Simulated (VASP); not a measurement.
Runs of VASP 6.6.1 on SrTiO3 (Tausonite). The structure is that of space group Pm-3m (No. 221), or close to it. The cells are those of the table. 

| cell | k mesh | smearing | gap on the mesh (eV) | pressure (GPa) |
| --- | --- | --- | --- | --- |
| a = 3.983 Å, 5 atoms | 8 × 8 × 8 | gaussian 0.02 eV | 2.14 | (c) |
| a = 3.907 Å, 5 atoms | 8 × 8 × 8 | gaussian 0.02 eV | 2.27 | 0.9 |
| a = 3.827 Å, 5 atoms | 8 × 8 × 8 | gaussian 0.02 eV | 2.41 | 14.5 |
| a = 3.905 Å, 5 atoms | 6 × 6 × 6 | gaussian 0.1 eV | (a) | 1.2 |
| a = 3.786 Å, 5 atoms | 8 × 8 × 8 | gaussian 0.02 eV | 2.47 | (b) |

Alike in all rows: task single point; level r2SCAN; potentials or basis VASP PAW PBE potentials, release 64 (Sr_sv, Ti_sv, O); no spin polarisation; cutoff (eV) 520.

Problem. Fill in the values left out.

Solution. (a) 2.28; (b) 23.2; (c) -8.9.

Caveats: the PAW data sets were made with another functional, which shifts forces and pressure a little.

A k mesh can miss the band edges, and the runs leave out spin-orbit coupling on Sr.
